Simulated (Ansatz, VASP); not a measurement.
**Na: VASP beside Ansatz**

File INCAR:

```
PREC = Accurate
ENCUT = 520
EDIFF = 1E-6
ISMEAR = 0
SIGMA = 0.15
LREAL = F
LASPH = T
NELM = 80
ALGO = Fast
ISIF = 2
LWAVE = F
LCHARG = F
GGA = PS
NBANDS = 18
```

The input KPOINTS:

```
regular mesh
0
Gamma
  17 17 6
```

POSCAR

```
Na
1.0
    0.0000000000     -3.3879506904      0.0000000000
    0.0000000000      0.0000000000     -3.3879506904
   10.4138520711      0.0000000000      0.0000000000
Na
3
Direct
    0.0000000000      0.0000000000      0.8133441944
    0.0000000000      0.0000000000      0.1626818521
    0.0000000000      0.0000000000      0.4880130233
```

Input for Ansatz:

```yaml
crystal:
  lattice:
    - [0.0, -3.3879506904, 0.0]
    - [0.0, 0.0, -3.3879506904]
    - [10.4138520711, 0.0, 0.0]
  atoms:
    - { symbol: Na, position: [0.0, 0.0, 0.8133441944] }
    - { symbol: Na, position: [0.0, 0.0, 0.1626818521] }
    - { symbol: Na, position: [0.0, 0.0, 0.4880130233] }
basis:
  ecutwfc: 420
kpoints:
  mp_grid: { grid: [17, 17, 6] }
hamiltonian:
  xc: pbesol
scf:
  occupations: { method: gaussian, width: 0.15 }
output:
  forces: true
  stress: true
  eigenvalues: true
```

Alike in both runs: task single point; functional PBEsol; k mesh 17 × 17 × 6; occupations gaussian, width 0.15 eV; no spin polarisation.

```csv
,VASP,Ansatz
version,VASP 6.6.1,Ansatz 0.2.0
potentials or method,"VASP PAW PBE potentials, release 64 (Na_pv), cutoff 520 eV","scalar-relativistic, plane waves, PAW"
valence electrons in the cell,21,27
```

```csv
,VASP,Ansatz,Ansatz less VASP
gap on the k mesh at the Fermi level (eV),none,none,-
pressure (GPa),-0.1,-0.1,-0.02
"traceless stress, the component that is largest in VASP (GPa)",-0.33,-0.33,0.000
rms of the force components (eV/Å),0.035,0.035,+0.0002
```

VASP's potentials were made for PBE, not for PBEsol. Atom by atom the forces differ by 0.000 eV/Å (rms over components). A gap of «none» marks a metal or a gap that the smearing closes. The functional is the same, so the differences come from potentials, cutoffs and numerics. VASP's potentials hold 21 valence electrons a cell and Ansatz's 27, so a difference there can come from the potentials and not from the codes.
